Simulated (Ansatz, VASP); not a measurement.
## H4CSO3 in VASP and in Ansatz

```
H C S O
1.0
     4.94700    0.00000    0.00000
     0.00000   11.26000    0.00000
    -3.59343    0.00000    8.34798
H C S O
16 4 4 12
Direct
  0.13407 0.23847 0.07993
  0.86593 0.73847 0.42007
  0.86593 0.76153 0.92007
  0.13407 0.26153 0.57993
  0.72188 0.43278 0.39911
  0.27812 0.93278 0.10089
  0.27812 0.56722 0.60089
  0.72188 0.06722 0.89911
  0.61109 0.38420 0.19536
  0.38891 0.88420 0.30464
  0.38891 0.61580 0.80464
  0.61109 0.11580 0.69536
  0.38213 0.48618 0.24836
  0.61787 0.98618 0.25164
  0.61787 0.51382 0.75164
  0.38213 0.01382 0.74836
  0.53429 0.41111 0.28818
  0.46571 0.91111 0.21182
  0.46571 0.58889 0.71182
  0.53429 0.08889 0.78818
  0.34977 0.28871 0.32874
  0.65023 0.78871 0.17126
  0.65023 0.71129 0.67126
  0.34977 0.21129 0.82874
  0.07274 0.27073 0.16588
  0.92726 0.77073 0.33412
  0.92726 0.72927 0.83412
  0.07274 0.22927 0.66588
  0.22729 0.32767 0.44330
  0.77271 0.82767 0.05670
  0.77271 0.67233 0.55670
  0.22729 0.17233 0.94330
  0.53518 0.18441 0.36715
  0.46482 0.68441 0.13285
  0.46482 0.81559 0.63285
  0.53518 0.31559 0.86715
```

Alike in both runs: functional PBE; dispersion D3(BJ); k mesh 2 × 3 × 2; no spin polarisation.

Ansatz relaxed the structure, and its values are those at the end. VASP's run is a single point on that final structure, the one shown.

```csv
,VASP,Ansatz
version,VASP 6.6.1,Ansatz 0.2.0
potentials or method,"VASP PAW PBE potentials, release 64 (H, C, S, O)","scalar-relativistic, plane waves, PAW"
plane-wave cutoff (eV),520,420
occupations,"gaussian, width 0.01 eV",fixed
valence electrons in the cell,128,128
```

Ansatz gave:

```
pressure (GPa)                     : -0.5
rms of the force components (eV/Å) : 0.004
```

Problem. What did VASP give for the same quantities?

Solution. Pressure (GPa): -1.1; rms of the force components (eV/Å): 0.081.

Ansatz's warnings: stress scf threshold loose.

The k mesh is coarse, so the values compare programs but aren't converged.
